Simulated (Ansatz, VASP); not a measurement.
SnSe: VASP beside Ansatz

INCAR

```
ALGO = Normal
EDIFF = 1E-7
ENCUT = 520
GGA = PE
ISIF = 2
ISMEAR = -1
LASPH = True
LCHARG = False
LREAL = False
LWAVE = False
NBANDS = 17
NELM = 60
PREC = Accurate
SIGMA = 0.05
```

The input KPOINTS:

```
k-points
0
Gamma
  11 11 11
```

File POSCAR:

```
SnSe
1.0
    0.0000000000      3.0104337128      3.0104337128
    3.0104337128      0.0000000000      3.0104337128
    3.0104337128      3.0104337128      0.0000000000
Sn Se
1 1
Direct
    0.0000000000      0.0000000000      0.0000000000
    0.5000000000      0.5000000000      0.5000000000
```

Input for Ansatz:

```yaml
crystal:
  lattice:
    - [0.0, 3.0104337128, 3.0104337128]
    - [3.0104337128, 0.0, 3.0104337128]
    - [3.0104337128, 3.0104337128, 0.0]
  atoms:
    - { symbol: Sn, position: [0.0, 0.0, 0.0] }
    - { symbol: Se, position: [0.5, 0.5, 0.5] }
kpoints:
  mp_grid: { grid: [11, 11, 11] }
  band_path:
    path:
      - [0.0, 0.0, 0.0]
      - [0.5, 0.0, 0.5]
      - [0.625, 0.25, 0.625]
      - [0.375, 0.375, 0.75]
      - [0.0, 0.0, 0.0]
      - [0.5, 0.5, 0.5]
      - [0.5, 0.25, 0.75]
      - [0.5, 0.0, 0.5]
    npoints: 5
scf:
  occupations: { method: fermi_dirac, width: 0.05 }
hamiltonian:
  xc: pbe
  pseudopotentials: { kind: all_electron, lapw: { basis_error: 0.001 } }
output:
  forces: true
  stress: true
  eigenvalues: true
```

Alike in both runs: task single point; functional PBE; k mesh 11 × 11 × 11; occupations fermi-dirac, width 0.05 eV; no spin polarisation.

|  | VASP | Ansatz |
| --- | --- | --- |
| version | VASP 6.6.1 | Ansatz 0.2.0 |
| potentials or method | VASP PAW PBE potentials, release 64 (Sn_d, Se), cutoff 520 eV | all-electron LAPW, scalar-relativistic |

```csv
,VASP,Ansatz,Ansatz less VASP
pressure (GPa),1.0,1.0,0.00
```

Ansatz ran all-electron here, and VASP with PAW potentials.
